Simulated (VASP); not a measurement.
# CdH2 (P4/mmm) in VASP: single point with PBE

Aim: the single point of CdH2 with PBE.

Everything below comes from runs of VASP 6.6.1. Logs are shortened: lines on timing, memory, paths and dates and some standing lists are left out, and cuts for length are marked.

**1. The cell of the first run**

It takes space group P4/mmm (No. 123, tetragonal). Conventional cell: a = 3.163 Å, b = 3.163 Å, c = 3.712 Å, α = 90.00°, β = 90.00°, γ = 90.00°. Cd (site symmetry 4/mmm) has 6 H at 1.86 to 2.24 Å within 2.5 Å. Within 3.0 Å of H (site symmetry 4/mmm) lie 4 Cd at 2.24 Å and 8 H at 2.91 Å. Within 2.5 Å of H (site symmetry 4/mmm) lie 2 Cd at 1.86 Å.

The cell was generated, and may not be a known phase.

**2. Single point, PBE**

File INCAR:

```
PREC = Accurate
ENCUT = 540
EDIFF = 1E-6
ISMEAR = 0
SIGMA = 0.1
LREAL = False
LASPH = True
NELM = 120
ALGO = Normal
ISIF = 2
LWAVE = False
LCHARG = False
GGA = PE
NBANDS = 18
GGA_COMPAT = False
```

File KPOINTS:

```
regular mesh
0
Gamma
  6 6 4
```

File POSCAR:

```
CdH2
1.0
    3.1631966694      0.0000000000      0.0000000000
    0.0000000000      3.1631966694      0.0000000000
    0.0000000000      0.0000000000      3.7119006443
Cd H
1 2
Direct
    0.0000000000      0.0000000000      0.5000000000
    0.5000000000      0.5000000000      0.5000000000
    0.0000000000      0.0000000000      0.0000000000
```

Potentials or basis: VASP PAW PBE potentials, release 64 (Cd_sv_GW, H).

Launch:

```
$ cat potpaw_PBE.64/Cd_sv_GW/POTCAR potpaw_PBE.64/H/POTCAR > POTCAR
$ mpirun -np 1 vasp_std > vasp.out
```

OUTCAR:

```text
PREC = Accurate
   ENCUT = 540
   EDIFF = 1E-6
   ISMEAR = 0
   LREAL = False
   LASPH = True
   NELM = 120
   ISIF = 2
   GGA = PE

 ion  position               nearest neighbor table
   1  0.000  0.000  0.500-
   2  0.500  0.500  0.500-
   3  0.000  0.000  0.000-

  LATTYP: Found a simple tetragonal cell.
 ALAT       =     3.1631966694
 C/A-ratio  =     1.1734650204

  Lattice vectors:

 A1 = (   3.1631966694,   0.0000000000,   0.0000000000)
 A2 = (   0.0000000000,   3.1631966694,   0.0000000000)
 A3 = (   0.0000000000,   0.0000000000,   3.7119006443)

Analysis of symmetry for initial positions (statically):
=====================================================================
 Subroutine PRICEL returns:
 Original cell was already a primitive cell.

 Routine SETGRP: Setting up the symmetry group for a
 simple tetragonal supercell.

 Subroutine GETGRP returns: Found 16 space group operations
 (whereof 16 operations were pure point group operations)
 out of a pool of 16 trial point group operations.

The static configuration has the point symmetry D_4h.

Analysis of symmetry for dynamics (positions and initial velocities):
=====================================================================
 Subroutine PRICEL returns:
 Original cell was already a primitive cell.

 Routine SETGRP: Setting up the symmetry group for a
 simple tetragonal supercell.

 Subroutine GETGRP returns: Found 16 space group operations
 (whereof 16 operations were pure point group operations)
 out of a pool of 16 trial point group operations.

The dynamic configuration has the point symmetry D_4h.

 Subroutine INISYM returns: Found 16 space group operations
 (whereof 16 operations are pure point group operations),
 and found     1 'primitive' translations

----------------------------------------------------------------------------------------

                                     Primitive cell

  volume of cell :      37.1406

  direct lattice vectors                    reciprocal lattice vectors
     3.163196669  0.000000000  0.000000000     0.316135892  0.000000000  0.000000000
     0.000000000  3.163196669  0.000000000     0.000000000  0.316135892  0.000000000
     0.000000000  0.000000000  3.711900644     0.000000000  0.000000000  0.269403763

  length of vectors
     3.163196669  3.163196669  3.711900644     0.316135892  0.316135892  0.269403763

  position of ions in fractional coordinates (direct lattice)
     0.000000000  0.000000000  0.500000000
     0.500000000  0.500000000  0.500000000
     0.000000000  0.000000000  0.000000000

  ion indices of the primitive-cell ions
   primitive index   ion index
                 1           1
                 2           2
                 3           3

----------------------------------------------------------------------------------------

 KPOINTS: regular mesh

Automatic generation of k-mesh.
 Grid dimensions read from file:
 generate k-points for:    6    6    4

 Generating k-lattice:

  Cartesian coordinates                     Fractional coordinates (reciprocal lattice)
     0.052689315  0.000000000  0.000000000     0.166666667  0.000000000  0.000000000
     0.000000000  0.052689315  0.000000000     0.000000000  0.166666667  0.000000000
     0.000000000  0.000000000  0.067350941     0.000000000  0.000000000  0.250000000

  Length of vectors
     0.052689315  0.052689315  0.067350941

  Shift w.r.t. Gamma in fractional coordinates (k-lattice)
     0.000000000  0.000000000  0.000000000

 Subroutine IBZKPT returns following result:
 ===========================================

 Found     30 irreducible k-points:

 Following reciprocal coordinates:
            Coordinates               Weight
  0.000000  0.000000  0.000000      1.000000
  0.166667  0.000000  0.000000      4.000000
  0.333333  0.000000  0.000000      4.000000
  0.500000  0.000000  0.000000      2.000000
  0.166667  0.166667  0.000000      4.000000
  0.333333  0.166667  0.000000      8.000000
[... 16 lines left out ...]
  0.333333  0.000000  0.500000      4.000000
  0.500000  0.000000  0.500000      2.000000
 [... further k-points ...]
   k-points           NKPTS =     30   k-points in BZ     NKDIM =     30   number of bands    NBANDS=     18
   number of dos      NEDOS =    301   number of ions     NIONS =      3
   total plane-waves  NPLWV =  16128
   dimension x,y,z NGX =    24 NGY =   24 NGZ =   28
   dimension x,y,z NGXF=    48 NGYF=   48 NGZF=   56
   ions per type =               1   2
   NGX,Y,Z   is equivalent  to a cutoff of  12.61, 12.61, 12.54 a.u.
   NGXF,Y,Z  is equivalent  to a cutoff of  25.23, 25.23, 25.08 a.u.
 SYSTEM =  unknown system
   PREC   = accura    normal or accurate (medium, high low for compatibility)
   ISTART =      0    job   : 0-new  1-cont  2-samecut
   ICHARG =      2    charge: 1-file 2-atom 10-const
   ISPIN  =      1    spin polarized calculation?
   LNONCOLLINEAR =      F non collinear calculations
   LSORBIT =      F    spin-orbit coupling
   LASPH  =      T    aspherical Exc in radial PAW
   ENCUT  =  540.0 eV  39.69 Ry    6.30 a.u.   5.99  5.99  7.03*2*pi/ulx,y,z
   NELM   =    120;   NELMIN=  2; NELMDL= -5     # of ELM steps
   EDIFF  = 0.1E-05   stopping-criterion for ELM
   LREAL  =      F    real-space projection
   EDIFFG = 0.1E-04   stopping-criterion for IOM
   NSW    =      0    number of steps for IOM
   IBRION =     -1    ionic relax: 0-MD 1-quasi-New 2-CG
   NFREE  =      0    steps in history (QN), initial steepest desc. (CG)
   ISIF   =      2    stress and relaxation
   ISYM   =      2    0-nonsym 1-usesym 2-fastsym
   POTIM  = 0.5000    time-step for ionic-motion
   TEBEG  =    0.0;   TEEND  =   0.0 temperature during run
   PSTRESS=    0.0 pullay stress
   NELECT =      22.0000    total number of electrons
   NUPDOWN=      -1.0000    fix difference up-down
   EMIN   =  10.00;   EMAX   =-10.00  energy-range for DOS
   EFERMI =   0.00;   METHOD = LEGACY
   ISMEAR =     0;   SIGMA  =   0.10  broadening in eV -4-tet -1-fermi 0-gaus
   EFERMI_NEDOS =   21; number of points for ismear=-14 and -15
   IALGO  =     38    algorithm
   IMIX   =      4    mixing-type and parameters
     AMIX     =   0.40;   BMIX     =  1.00
     AMIX_MAG =   1.60;   BMIX_MAG =  1.00
  volume/ion in A,a.u.               =      12.38        83.55
  Fermi-wavevector in a.u.,A,eV,Ry     =   1.374884  2.598155 25.719185  1.890307
  Thomas-Fermi vector in A             =   2.500270
   LORBIT       =      0    0 simple, 1 ext, 2 COOP (PROOUT), +10 PAW based schemes
   GGA     = PE    functional components
   LHFCALC =     F    Hartree Fock is set to
   AEXX    =    0.0000 exact exchange contribution
   IVDW    =     0    specifies the selected vdW correction
   LEPSILON=     F    determine dielectric tensor
   LRPA    =     F    only Hartree local field effects (RPA)
 non-spin polarized calculation
 Gauss-broadening in eV      SIGMA  =   0.10
  energy-cutoff  :      540.00
  volume of cell :       37.14
 maximum number of plane-waves:      1080
 NGX is ok and might be reduce to    24
   NGX = 11   NGY = 11   NGZ = 15

 number of electron      22.0000030 magnetization

 Free energy of the ion-electron system (eV)
  ---------------------------------------------------
  ext. energy  EPLUGINS =         0.00000000
  ---------------------------------------------------
  free energy    TOTEN  =        -6.52210652 eV

  energy without entropy =       -6.52083877  energy(sigma->0) =       -6.52147264

 E-fermi :   2.7084     XC(G=0):  -9.3844

 val. band max:        2.6609449315   @ k =   0.1667   0.1667   0.0000
 cond. band min:       2.9222914265   @ k =   0.1667   0.0000   0.0000
 fundamental gap:      0.2613464949
 Fermi energy:         2.7083626707

 k-point     1 :       0.0000    0.0000    0.0000
  band No.  band energies     occupation
      1    -100.0804      2.00000
      2     -61.1396      2.00000
      3     -61.1396      2.00000
      4     -61.1089      2.00000
      5      -7.1373      2.00000
      6      -6.5289      2.00000
[... 10 lines left out ...]
     17      14.7377      0.00000
     18      20.6323      0.00000

 k-point     2 :       0.1667    0.0000    0.0000
  band No.  band energies     occupation
      1    -100.0802      2.00000
      2     -61.1441      2.00000
      3     -61.1393      2.00000
      4     -61.1091      2.00000
      5      -7.0844      2.00000
      6      -6.4291      2.00000
[... 10 lines left out ...]
     17      17.5688      0.00000
     18      18.6459      0.00000

 k-point     3 :       0.3333    0.0000    0.0000
  band No.  band energies     occupation
      1    -100.0799      2.00000
      2     -61.1521      2.00000
      3     -61.1386      2.00000
      4     -61.1086      2.00000
      5      -6.9914      2.00000
      6      -6.2540      2.00000
[... 10 lines left out ...]
     17      15.4360      0.00000
     18      18.7769      0.00000

 k-point     4 :       0.5000    0.0000    0.0000
  band No.  band energies     occupation
      1    -100.0797      2.00000
      2     -61.1565      2.00000
      3     -61.1383      2.00000
      4     -61.1084      2.00000
      5      -6.9475      2.00000
      6      -6.1681      2.00000
[... 10 lines left out ...]
     17      14.2113      0.00000
     18      17.2883      0.00000

 k-point     5 :       0.1667    0.1667    0.0000
  band No.  band energies     occupation
      1    -100.0801      2.00000
      2     -61.1438      2.00000
      3     -61.1436      2.00000
      4     -61.1086      2.00000
      5      -7.0363      2.00000
      6      -6.2915      2.00000
[... 10 lines left out ...]
     17      18.2475      0.00000
     18      18.3949      0.00000

 k-point     6 :       0.3333    0.1667    0.0000
  band No.  band energies     occupation
      1    -100.0797      2.00000
      2     -61.1519      2.00000
      3     -61.1430      2.00000
      4     -61.1081      2.00000
      5      -6.9480      2.00000
      6      -6.1576      2.00000
[... 10 lines left out ...]
     17      15.6764      0.00000
     18      18.4153      0.00000

 k-point     7 :       0.5000    0.1667    0.0000
  band No.  band energies     occupation
      1    -100.0795      2.00000
      2     -61.1561      2.00000
      3     -61.1429      2.00000
      4     -61.1082      2.00000
      5      -6.9055      2.00000
      6      -6.2436      2.00000
[... 10 lines left out ...]
     17      13.9535      0.00000
     18      19.5119      0.00000

 k-point     8 :       0.3333    0.3333    0.0000
  band No.  band energies     occupation
      1    -100.0793      2.00000
      2     -61.1515      2.00000
      3     -61.1514      2.00000
      4     -61.1076      2.00000
      5      -6.8684      2.00000
      6      -6.5440      2.00000
[... 10 lines left out ...]
     17      15.7421      0.00000
     18      15.8843      0.00000
[... 229 lines left out ...]
     17      14.3695      0.00000
     18      17.7114      0.00000

 k-point    20 :       0.5000    0.5000    0.2500
  band No.  band energies     occupation
      1    -100.0789      2.00000
      2     -61.1547      2.00000
      3     -61.1547      2.00000
      4     -61.1086      2.00000
      5      -6.8687      2.00000
      6      -6.3145      2.00000
[... 10 lines left out ...]
     17      12.0844      0.00000
     18      18.7991      0.00000

 k-point    21 :       0.0000    0.0000    0.5000
  band No.  band energies     occupation
      1    -100.0805      2.00000
      2     -61.1402      2.00000
      3     -61.1402      2.00000
      4     -61.1132      2.00000
      5      -6.6915      2.00000
      6      -6.5111      2.00000
[... 10 lines left out ...]
     17      16.7842      0.00000
     18      16.7851      0.00000

 k-point    22 :       0.1667    0.0000    0.5000
  band No.  band energies     occupation
      1    -100.0803      2.00000
      2     -61.1441      2.00000
      3     -61.1397      2.00000
      4     -61.1121      2.00000
      5      -6.5472      2.00000
      6      -6.3433      2.00000
[... 10 lines left out ...]
     17      17.1072      0.00000
     18      19.1280      0.00000

 k-point    23 :       0.3333    0.0000    0.5000
  band No.  band energies     occupation
      1    -100.0798      2.00000
      2     -61.1518      2.00000
      3     -61.1384      2.00000
      4     -61.1112      2.00000
      5      -6.4064      2.00000
      6      -6.1100      2.00000
[... 10 lines left out ...]
     17      18.0812      0.00000
     18      21.1648      0.00000

 k-point    24 :       0.5000    0.0000    0.5000
  band No.  band energies     occupation
      1    -100.0796      2.00000
      2     -61.1563      2.00000
      3     -61.1380      2.00000
      4     -61.1109      2.00000
      5      -6.3463      2.00000
      6      -6.2041      2.00000
[... 10 lines left out ...]
     17      18.7477      0.00000
     18      19.4199      0.00000

 [... further k-points ...]

------------------------ aborting loop because EDIFF is reached ----------------------------------------

  FORCE on cell =-STRESS in cart. coord.  units (eV):
  Direction    XX          YY          ZZ          XY          YZ          ZX
  --------------------------------------------------------------------------------------
  -------------------------------------------------------------------------------------
  Total       -0.3439907     -0.3439907     -0.3285259      0.0000000      0.0000000     -0.0000000
  in kB      -14.8391319    -14.8391319    -14.1720123      0.0000000      0.0000000     -0.0000000
  external PRESSURE =     -14.6167587 kB  Pullay stress =       0.0000000 kB

 VOLUME and BASIS-vectors are now :
 -----------------------------------------------------------------------------
  energy-cutoff  :      540.00
  volume of cell :       37.14
      direct lattice vectors                 reciprocal lattice vectors
     3.163196669  0.000000000  0.000000000     0.316135892  0.000000000  0.000000000
     0.000000000  3.163196669  0.000000000     0.000000000  0.316135892  0.000000000
     0.000000000  0.000000000  3.711900644     0.000000000  0.000000000  0.269403763

 POSITION                                       TOTAL-FORCE (eV/Angst)
 -----------------------------------------------------------------------------------
      0.00000      0.00000      1.85595         0.000000      0.000000      0.000000
      1.58160      1.58160      1.85595         0.000000      0.000000      0.000000
      0.00000      0.00000      0.00000         0.000000      0.000000      0.000000
 -----------------------------------------------------------------------------------
    total drift:                                0.000000      0.000000      0.000000

  FREE ENERGIE OF THE ION-ELECTRON SYSTEM (eV)
  ---------------------------------------------------
  free  energy   TOTEN  =        -6.5221065176 eV

  energy  without entropy=       -6.5208387664  energy(sigma->0) =       -6.52147264
```

Run time: 16 s. Hardware: 1 thread of AMD EPYC 7R43 (Zen 3), shared host; peak memory 0.13 GiB.

Results:

* Free energy: -6.5221 eV
* Pressure: -1.5 GPa
* Band gap on the k mesh: zero (bands 11 and 12 overlap by 1.91 eV)

Caveat: the k points lie up to 0.42 Å⁻¹ apart, too coarse for converged energies and pressures of a metal.

The gap in the log of VASP goes by the Fermi energy; the results here count the filled bands.